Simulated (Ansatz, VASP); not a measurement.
SiO2: VASP beside Ansatz

```
Si O
1.0
     4.18010    0.00000    0.00000
     0.00000    4.18010    0.00000
     0.00000    0.00000    2.74783
Si O
2 4
Direct
  0.00000 0.00000 0.00000
  0.50000 0.50000 0.50000
  0.30670 0.30670 0.00000
  0.19330 0.80670 0.50000
  0.69330 0.69330 0.00000
  0.80670 0.19330 0.50000
```

Change from the starting cell: zz strain of +3 %.

Alike in both runs: task single point; functional PBE; k mesh 6 × 6 × 9; occupations fermi-dirac, width 0.03 eV; no spin polarisation.

```csv
,VASP,Ansatz
version,VASP 6.6.1,Ansatz 0.2.0
potentials or method,"VASP PAW PBE potentials, release 64 (Si, O), cutoff 520 eV","all-electron LAPW, scalar-relativistic"
```

VASP gave:

| Quantity | Value |
| --- | --- |
| gap on the k mesh at the Fermi level (eV) | 4.97 |
| pressure (GPa) | 0.2 |
| traceless stress, the component that is largest in VASP (GPa) | -9.03 |
| rms of the force components (eV/Å) | 0.108 |

Question: Estimate Ansatz's values.

Answer: gap on the k mesh at the Fermi level (eV): 4.99; pressure (GPa): 0.1; traceless stress, the component that is largest in VASP (GPa): -9.34; rms of the force components (eV/Å): 0.103.

Atom by atom the forces differ by 0.005 eV/Å (rms over components). Ansatz ran all-electron here, and VASP with PAW potentials.
